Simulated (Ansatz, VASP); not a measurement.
# Two plane-wave programs on Au

```
CELL_PARAMETERS angstrom
0.00000 2.06152 2.06152
2.06152 0.00000 2.06152
2.06152 2.06152 0.00000
ATOMIC_POSITIONS crystal
Au 0.00000 0.00000 0.00000
```

Alike in both runs: task single point; functional r2SCAN; k mesh 13 × 13 × 13; no spin polarisation.

|  | VASP | Ansatz |
| --- | --- | --- |
| version | VASP 6.6.1 | Ansatz 0.2.0 |
| potentials or method | VASP PAW PBE potentials, release 64 (Au), cutoff 520 eV | plane waves (500 eV) with PAW, scalar-relativistic |
| occupations | methfessel-paxton of order 1, width 0.3 eV | cold, width 0.3 eV |
| valence electrons in the cell | 11 | 19 |

```tsv
	VASP	Ansatz	Ansatz less VASP
pressure (GPa)	0.2	0.0	-0.17
```

VASP's potentials were made for PBE, not for r2SCAN. VASP's potentials hold 11 valence electrons a cell and Ansatz's 19, so a difference there can come from the potentials and not from the codes.

Neither program's run includes spin-orbit coupling.
